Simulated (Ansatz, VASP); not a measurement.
## SiC: VASP beside Ansatz

```
Si C
1.0
     3.07848    0.00000    0.00000
    -1.53924    2.66604    0.00000
     0.00000    0.00000   15.10647
Si C
6 6
Direct
  0.00000 0.00000 0.12504
  0.00000 0.00000 0.62504
  0.33333 0.66667 0.29182
  0.66667 0.33333 0.79182
  0.33333 0.66667 0.95830
  0.66667 0.33333 0.45830
  0.00000 0.00000 0.99969
  0.00000 0.00000 0.49969
  0.33333 0.66667 0.16685
  0.66667 0.33333 0.66685
  0.33333 0.66667 0.83332
  0.66667 0.33333 0.33332
```

Alike in both runs: functional r2SCAN; k mesh 12 × 12 × 2; occupations gaussian, width 0.02 eV; no spin polarisation.

Ansatz relaxed the structure, and its values are those at the end. VASP's run is a single point on that final structure, the one shown.

|  | VASP | Ansatz |
| --- | --- | --- |
| version | VASP 6.6.1 | Ansatz 0.2.0 |
| potentials or method | VASP PAW PBE potentials, release 64 (Si, C), cutoff 520 eV | scalar-relativistic, plane waves, PAW |
| valence electrons in the cell | 48 | 48 |

|  | VASP | Ansatz | Ansatz less VASP |
| --- | --- | --- | --- |
| gap on the k mesh at the Fermi level (eV) | 2.40 | 2.39 | -0.011 |
| least direct gap on the mesh (eV) | 3.56 | 3.54 | -0.012 |
| pressure (GPa) | -0.2 | 0.0 | +0.19 |

VASP's potentials were made for PBE, not for r2SCAN. The functional is the same, so the differences come from potentials, cutoffs and numerics.
